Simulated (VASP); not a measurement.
BaZrO3, 5 atoms in the cell. Symmetry: Pm-3m, No. 221, cubic system. Conventional cell: a = 4.205 Å, b = 4.205 Å, c = 4.205 Å, α = 90.00°, β = 90.00°, γ = 90.00°. Within 3.9 Å of Ba (site symmetry m-3m) lie 12 O at 2.97 Å and 8 Zr at 3.64 Å. Within 2.8 Å of Zr (site symmetry m-3m) lie 6 O at 2.10 Å. O (site symmetry 4/mmm) has 2 Zr at 2.10 Å within 2.8 Å. 

| Property | Result |
| --- | --- |
| Program | VASP 6.6.1 |
| Task | single point |
| Functional | r2SCAN |
| Potentials or basis | VASP PAW PBE potentials, release 64 (Ba_sv, Zr_sv, O) |
| Cutoff | 520 eV |
| k mesh | 6 × 6 × 6 |
| Occupations | fermi-dirac, width 0.05 eV |
| Spin | no spin polarisation |
| Dipole correction | no |
| Further INCAR settings | ALGO = Normal; EDIFF = 1e-06; NBANDS = 28 |

Potentials or basis: VASP PAW PBE potentials, release 64 (Ba_sv, Zr_sv, O).

The run is started by

```console
$ cat potpaw_PBE.64/Ba_sv/POTCAR potpaw_PBE.64/Zr_sv/POTCAR potpaw_PBE.64/O/POTCAR > POTCAR
$ cp INCAR.step1 INCAR
$ mpirun -np 1 vasp_std > vasp.out
$ cp INCAR.step2 INCAR
$ mpirun -np 1 vasp_std > vasp.out
```

Hardware: 1 thread of Intel Xeon 8259CL (shared host).

**Question.** Estimate the wall time of this run.

**Answer.** Run time: 3.5 min on 1 thread of Intel Xeon 8259CL (shared host), peak memory 0.21 GiB. Counts: k points 20.
